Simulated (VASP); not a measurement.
# TiC (Fm-3m) in VASP: notebook, part 2 of 2

VASP 6.6.1. Earlier steps stand in the parts before.

## 4. Relaxation of cell and atoms, PBE+D3(BJ)

This run uses another cell than the first one, of 10.13 Å³/atom, 1.026 times its volume.

INCAR

```
SYSTEM = TiC
PREC = Accurate ; ENCUT = 600
EDIFF = 1E-7 ; ISMEAR = 0
SIGMA = 0.1 ; LREAL = .False.
LASPH = .True. ; NELM = 80
ALGO = Normal ; ISIF = 3
LWAVE = .False. ; LCHARG = .False.
GGA = PE ; IVDW = 12
IBRION = 2 ; NSW = 100
EDIFFG = -0.005
```

KPOINTS

```
Automatic mesh
0
Gamma
  16 16 16
  0 0 0
```

POSCAR

```
TiC
1.0
    0.0000000000      2.1640000000      2.1640000000
    2.1640000000      0.0000000000      2.1640000000
    2.1640000000      2.1640000000      0.0000000000
Ti C
1 1
Direct
    0.0000000000      0.0000000000      0.0000000000
    0.5000000000      0.5000000000      0.5000000000
```

Potentials or basis: VASP PAW PBE potentials, release 64 (Ti_sv, C).

Launch:

```
$ cat potpaw_PBE.64/Ti_sv/POTCAR potpaw_PBE.64/C/POTCAR > POTCAR
$ mpirun -np 1 vasp_std > vasp.out
```

OUTCAR:

```text
SYSTEM = TiC
   PREC = Accurate
   ENCUT = 600
   EDIFF = 1E-7
   ISMEAR = 0
   LREAL = .False.
   LASPH = .True.
   NELM = 80
   ISIF = 3
   GGA = PE
   IVDW = 12
   IBRION = 2
   NSW = 100
   EDIFFG = -0.005
 IVDW          = 12

 ion  position               nearest neighbor table
   1  0.000  0.000  0.000-   2 2.16   2 2.16   2 2.16   2 2.16   2 2.16   2 2.16
   2  0.500  0.500  0.500-   1 2.16   1 2.16   1 2.16   1 2.16   1 2.16   1 2.16

  LATTYP: Found a face centered cubic cell.
 ALAT       =     4.3280000000

  Lattice vectors:

 A1 = (   0.0000000000,   2.1640000000,   2.1640000000)
 A2 = (   2.1640000000,   0.0000000000,   2.1640000000)
 A3 = (   2.1640000000,   2.1640000000,   0.0000000000)

Analysis of symmetry for initial positions (statically):
=====================================================================
 Subroutine PRICEL returns:
 Original cell was already a primitive cell.

 Routine SETGRP: Setting up the symmetry group for a
 face centered cubic supercell.

 Subroutine GETGRP returns: Found 48 space group operations
 (whereof 48 operations were pure point group operations)
 out of a pool of 48 trial point group operations.

The static configuration has the point symmetry O_h .

Analysis of symmetry for dynamics (positions and initial velocities):
=====================================================================
 Subroutine PRICEL returns:
 Original cell was already a primitive cell.

 Routine SETGRP: Setting up the symmetry group for a
 face centered cubic supercell.

 Subroutine GETGRP returns: Found 48 space group operations
 (whereof 48 operations were pure point group operations)
 out of a pool of 48 trial point group operations.

The dynamic configuration has the point symmetry O_h .

 Subroutine INISYM returns: Found 48 space group operations
 (whereof 48 operations are pure point group operations),
 and found     1 'primitive' translations

----------------------------------------------------------------------------------------

                                     Primitive cell

  volume of cell :      20.2676

  direct lattice vectors                    reciprocal lattice vectors
     0.000000000  2.164000000  2.164000000    -0.231053604  0.231053604  0.231053604
     2.164000000  0.000000000  2.164000000     0.231053604 -0.231053604  0.231053604
     2.164000000  2.164000000  0.000000000     0.231053604  0.231053604 -0.231053604

  length of vectors
     3.060358149  3.060358149  3.060358149     0.400196582  0.400196582  0.400196582

  position of ions in fractional coordinates (direct lattice)
     0.000000000  0.000000000  0.000000000
     0.500000000  0.500000000  0.500000000

  ion indices of the primitive-cell ions
   primitive index   ion index
                 1           1
                 2           2

----------------------------------------------------------------------------------------

 KPOINTS: Automatic mesh

Automatic generation of k-mesh.
 Grid dimensions read from file:
 generate k-points for:   16   16   16

 Generating k-lattice:

  Cartesian coordinates                     Fractional coordinates (reciprocal lattice)
    -0.014440850  0.014440850  0.014440850     0.062500000  0.000000000  0.000000000
     0.014440850 -0.014440850  0.014440850     0.000000000  0.062500000  0.000000000
     0.014440850  0.014440850 -0.014440850     0.000000000  0.000000000  0.062500000

  Length of vectors
     0.025012286  0.025012286  0.025012286

  Shift w.r.t. Gamma in fractional coordinates (k-lattice)
     0.000000000  0.000000000  0.000000000

 Subroutine IBZKPT returns following result:
 ===========================================

 Found    145 irreducible k-points:

 Following reciprocal coordinates:
            Coordinates               Weight
  0.000000  0.000000  0.000000      1.000000
  0.062500  0.000000  0.000000      8.000000
  0.125000  0.000000  0.000000      8.000000
  0.187500  0.000000  0.000000      8.000000
  0.250000  0.000000  0.000000      8.000000
  0.312500  0.000000  0.000000      8.000000
[... 16 lines left out ...]
 -0.125000  0.062500  0.000000     24.000000
 -0.062500  0.062500  0.000000     12.000000
 [... further k-points ...]
   k-points           NKPTS =    145   k-points in BZ     NKDIM =    145   number of bands    NBANDS=     12
   number of dos      NEDOS =    301   number of ions     NIONS =      2
   total plane-waves  NPLWV =  13824
   dimension x,y,z NGX =    24 NGY =   24 NGZ =   24
   dimension x,y,z NGXF=    48 NGYF=   48 NGZF=   48
   ions per type =               1   1
   NGX,Y,Z   is equivalent  to a cutoff of  13.04, 13.04, 13.04 a.u.
   NGXF,Y,Z  is equivalent  to a cutoff of  26.07, 26.07, 26.07 a.u.
 SYSTEM =  TiC
   PREC   = accura    normal or accurate (medium, high low for compatibility)
   ISTART =      0    job   : 0-new  1-cont  2-samecut
   ICHARG =      2    charge: 1-file 2-atom 10-const
   ISPIN  =      1    spin polarized calculation?
   LNONCOLLINEAR =      F non collinear calculations
   LSORBIT =      F    spin-orbit coupling
   LASPH  =      T    aspherical Exc in radial PAW
   ENCUT  =  600.0 eV  44.10 Ry    6.64 a.u.   6.11  6.11  6.11*2*pi/ulx,y,z
   NELM   =     80;   NELMIN=  2; NELMDL= -5     # of ELM steps
   EDIFF  = 0.1E-06   stopping-criterion for ELM
   LREAL  =      F    real-space projection
   EDIFFG = -.5E-02   stopping-criterion for IOM
   NSW    =    100    number of steps for IOM
   IBRION =      2    ionic relax: 0-MD 1-quasi-New 2-CG
   NFREE  =      1    steps in history (QN), initial steepest desc. (CG)
   ISIF   =      3    stress and relaxation
   ISYM   =      2    0-nonsym 1-usesym 2-fastsym
   POTIM  = 0.5000    time-step for ionic-motion
   TEBEG  =    0.0;   TEEND  =   0.0 temperature during run
   PSTRESS=    0.0 pullay stress
   NELECT =      16.0000    total number of electrons
   NUPDOWN=      -1.0000    fix difference up-down
   EMIN   =  10.00;   EMAX   =-10.00  energy-range for DOS
   EFERMI =   0.00;   METHOD = LEGACY
   ISMEAR =     0;   SIGMA  =   0.10  broadening in eV -4-tet -1-fermi 0-gaus
   EFERMI_NEDOS =   21; number of points for ismear=-14 and -15
   IALGO  =     38    algorithm
   IMIX   =      4    mixing-type and parameters
     AMIX     =   0.40;   BMIX     =  1.00
     AMIX_MAG =   1.60;   BMIX_MAG =  1.00
  volume/ion in A,a.u.               =      10.13        68.39
  Fermi-wavevector in a.u.,A,eV,Ry     =   1.513030  2.859212 31.147275  2.289260
  Thomas-Fermi vector in A             =   2.622876
   LORBIT       =      0    0 simple, 1 ext, 2 COOP (PROOUT), +10 PAW based schemes
   GGA     = PE    functional components
   LHFCALC =     F    Hartree Fock is set to
   AEXX    =    0.0000 exact exchange contribution
   IVDW    =    12    specifies the selected vdW correction
   LEPSILON=     F    determine dielectric tensor
   LRPA    =     F    only Hartree local field effects (RPA)
 conjugate gradient relaxation of ions
 non-spin polarized calculation
 Gauss-broadening in eV      SIGMA  =   0.10
  energy-cutoff  :      600.00
  volume of cell :       20.27
 maximum number of plane-waves:       692
   NGX = 13   NGY = 13   NGZ = 13

--------------------------------------- Ionic step        1  -------------------------------------------

 number of electron      16.0000001 magnetization

 Free energy of the ion-electron system (eV)
  ---------------------------------------------------
  ext. energy  EPLUGINS =         0.00000000
  ---------------------------------------------------
  free energy    TOTEN  =       -18.70979216 eV

  energy without entropy =      -18.70776280  energy(sigma->0) =      -18.70877748

------------------------ aborting loop because EDIFF is reached ----------------------------------------

 Edisp (eV)   -0.89305

 E8    (eV) :    -0.3835
[... 31 lines left out ...]
--------------------------------------- Ionic step        2  -------------------------------------------

 number of electron      16.0000002 magnetization

 E-fermi :  10.1406     XC(G=0): -13.0171

 val. band max:       10.1345882594   @ k =   0.1250   0.0625   0.0000
 cond. band min:      10.1643503951   @ k =   0.5000   0.5000   0.0000
 fundamental gap:      0.0297621357
 Fermi energy:        10.1405569349

 k-point     1 :       0.0000    0.0000    0.0000
  band No.  band energies     occupation
      1     -46.2655      2.00000
      2     -22.2538      2.00000
      3     -22.2538      2.00000
      4     -22.2538      2.00000
      5      -2.5348      2.00000
      6      10.8599      0.00000
      7      10.8599      0.00000
      8      10.8599      0.00000
      9      11.9018      0.00000
     10      11.9018      0.00000
     11      11.9018      0.00000
     12      11.9916      0.00000
[... 384 lines left out ...]
--------------------------------------- Ionic step        3  -------------------------------------------

 number of electron      16.0000003 magnetization

 Free energy of the ion-electron system (eV)
  ---------------------------------------------------
  ext. energy  EPLUGINS =         0.00000000
  ---------------------------------------------------
  free energy    TOTEN  =       -18.69640986 eV

  energy without entropy =      -18.69443459  energy(sigma->0) =      -18.69542223

 E-fermi :   9.7337     XC(G=0): -12.8413

 val. band max:        9.7297123092   @ k =   0.1250   0.1250   0.0000
 cond. band min:       9.7380702876   @ k =   0.1250   0.0625   0.0000
 fundamental gap:      0.0083579785
 Fermi energy:         9.7337073246

 k-point     1 :       0.0000    0.0000    0.0000
  band No.  band energies     occupation
      1     -46.7690      2.00000
      2     -22.7784      2.00000
      3     -22.7784      2.00000
      4     -22.7784      2.00000
      5      -2.7861      2.00000
      6      10.4432      0.00000
      7      10.4432      0.00000
      8      10.4432      0.00000
      9      11.4518      0.00000
     10      11.4518      0.00000
     11      11.4518      0.00000
     12      11.5121      0.00000
[... 378 lines left out ...]
  FREE ENERGIE OF THE ION-ELECTRON SYSTEM (eV)
  ---------------------------------------------------
  free  energy   TOTEN  =       -19.6131484208 eV

  energy  without entropy=      -19.6111731483  energy(sigma->0) =      -19.61216078

 reached required accuracy - stopping structural energy minimisation
```

OSZICAR:

```text
N       E                     dE             d eps       ncg     rms          rms(c)
DAV:   1     0.125553448591E+03    0.12555E+03   -0.92587E+03  3480   0.177E+03
DAV:   2    -0.137949760849E+02   -0.13935E+03   -0.13308E+03  3596   0.402E+02
DAV:   3    -0.238004149921E+02   -0.10005E+02   -0.95720E+01  4636   0.101E+02
[... 35 lines left out ...]
DAV:   7    -0.186964111753E+02   -0.14668E-03   -0.63052E-04  4180   0.256E-01    0.928E-02
DAV:   8    -0.186964055985E+02    0.55768E-05   -0.21200E-04  3580   0.185E-01    0.877E-03
DAV:   9    -0.186964100644E+02   -0.44660E-05   -0.54442E-06  4352   0.226E-02    0.883E-03
DAV:  10    -0.186964097545E+02    0.30990E-06   -0.47204E-06  4272   0.142E-02    0.267E-03
DAV:  11    -0.186964098820E+02   -0.12748E-06   -0.85446E-07  3808   0.851E-03    0.661E-04
DAV:  12    -0.186964098615E+02    0.20467E-07   -0.97466E-08  2588   0.227E-03
   3 F= -.19613148E+02 E0= -.19612161E+02  d E =-.103109E-01
```

CONTCAR:

```text
TiC
   1.00000000000000
     0.0000000000000000    2.1458938198627804    2.1458938198627804
     2.1458938198627804    0.0000000000000000    2.1458938198627804
     2.1458938198627804    2.1458938198627804   -0.0000000000000000
  Ti              C
     1     1
Direct
     0.0000000000000000    0.0000000000000000    0.0000000000000000
     0.5000000000000000    0.5000000000000000    0.5000000000000000

  0.00000000E+00  0.00000000E+00  0.00000000E+00
  0.00000000E+00  0.00000000E+00  0.00000000E+00
```

Run time: 46 s. Hardware: 1 thread of Intel Xeon Platinum 8488C (Sapphire Rapids), shared host; peak memory 0.18 GiB.

What came out:

| Quantity | Value |
| --- | --- |
| Free energy | -19.6131 eV |
| Relaxed volume | 9.88 Å³/atom |
| Relaxed cell | a = 3.035 Å, b = 3.035 Å, c = 3.035 Å, α = 60.00°, β = 60.00°, γ = 60.00° |
| Space group after relaxing (to 0.05 Å) | Fm-3m (No. 225) |
| Energy gained by relaxing | 5.2 meV/atom |
| Ionic steps | 3 |
| Pressure after relaxing | 0.0 GPa |
| Band gap on the k mesh | zero (band 8 reaches 10.44 eV, above the bottom of band 9 at 9.33 eV) |
| Dispersion energy per atom | -0.458 eV |

The path:
| step | energy change (eV) | largest force (eV/Å) | pressure (GPa) | volume (Å³) |
| --- | --- | --- | --- | --- |
| 1 | 0.0000 | 0.0000 | -6.35 | 20.27 |
| 2 | 0.0080 | 0.0000 | 9.33 | 19.11 |
| 3 | -0.0103 | 0.0000 | -0.04 | 19.76 |

Final structure:
```
Ti C
1.0
     0.00000    2.14589    2.14589
     2.14589    0.00000    2.14589
     2.14589    2.14589    0.00000
Ti C
1 1
Cartesian
  0.0000 0.0000 0.0000
  2.1459 2.1459 2.1459
```

Levels at points of the mesh, in eV from the Fermi level:
| k point | band 5 | band 6 | band 7 | band 8 | band 9 | band 10 | band 11 | band 12 |
| --- | --- | --- | --- | --- | --- | --- | --- | --- |
| (0.00, 0.00, 0.00) | -12.52 | 0.71 | 0.71 | 0.71 | 1.72 | 1.72 | 1.72 | 1.78 |
| (0.50, 0.00, 0.00) | -8.91 | -5.96 | -2.98 | -2.98 | 3.03 | 3.03 | 4.26 | 8.38 |
| (0.50, 0.50, 0.00) | -10.22 | -3.44 | -1.69 | -0.01 | -0.01 | 2.82 | 3.66 | 3.66 |

Caveat: pairwise dispersion overbinds metals, which lowers pressure and volume.

## 5. Single point, PBE+D3(BJ)

This run uses another cell than the first one, of 10.13 Å³/atom, 1.026 times its volume.

INCAR

```
SYSTEM = TiC
  ALGO = Normal
  EDIFF = 1E-6
  ENCUT = 600
  GGA = PE
  GGA_COMPAT = .False.
  ISIF = 2
  ISMEAR = 0
  IVDW = 12
  LASPH = .True.
  LCHARG = .True.
  LELF = .True.
  LREAL = .False.
  LVHAR = .True.
  LWAVE = .False.
  NBANDS = 15
  NELM = 120
  PREC = Accurate
  SIGMA = 0.1
```

KPOINTS

```
k-points
0
Gamma
  8 8 8
  0 0 0
```

POSCAR is that of step 4.

Launch:

```
$ cat potpaw_PBE.64/Ti_sv/POTCAR potpaw_PBE.64/C/POTCAR > POTCAR
$ mpirun -np 1 vasp_std > vasp.out
```

Run time: 18 s. Hardware: 1 thread of Intel Xeon 8259CL, shared host; peak memory 0.15 GiB.

It converged, with:

- Free energy: -19.6013 eV
- Pressure: -6.4 GPa
- Band gap on the k mesh: zero (band 8 reaches 10.13 eV, above the bottom of band 9 at 9.04 eV)
- Dispersion energy per atom: -0.447 eV

Levels at points of the mesh, in eV from the Fermi level:
```
           k point  band 4  band 5  band 6  band 7  band 8  band 9  band 10  band 11  band 12  band 13
(0.00, 0.00, 0.00)  -32.56  -12.36    0.74    0.74    0.74    1.73     1.73     1.73     1.76     1.76
(0.50, 0.00, 0.00)  -32.61   -8.87   -5.80   -2.86   -2.86    2.97     2.97     4.15     8.22     8.22
(0.50, 0.50, 0.00)  -32.73  -10.08   -3.39   -1.58    0.01    0.01     2.76     3.57     3.57     5.86
```

Caveat: pairwise dispersion overbinds metals, which lowers pressure and volume.

## 6. Summary

| task | cell | k mesh | cutoff (eV) | gap on the mesh (eV) | pressure (GPa) |
| --- | --- | --- | --- | --- | --- |
| single point | a = 3.034 Å, angles 60.0°, 2 atoms | 16 × 16 × 16 | 520 | none | 0.2 |
| relaxation of cell and atoms | relaxed from a = 3.060 Å, angles 60.0°, 2 atoms | 16 × 16 × 16 | 600 | none | 0.0 |
| single point | a = 3.060 Å, angles 60.0°, 2 atoms | 8 × 8 × 8 | 600 | none | -6.4 |

Alike in all rows: level PBE+D3(BJ); potentials or basis VASP PAW PBE potentials, release 64 (Ti_sv, C); no spin polarisation; smearing gaussian 0.1 eV.

Caveats: pairwise dispersion overbinds metals, which lowers pressure and volume.

Total energies depend on the potentials used, so only differences within one code and one set of settings carry meaning.
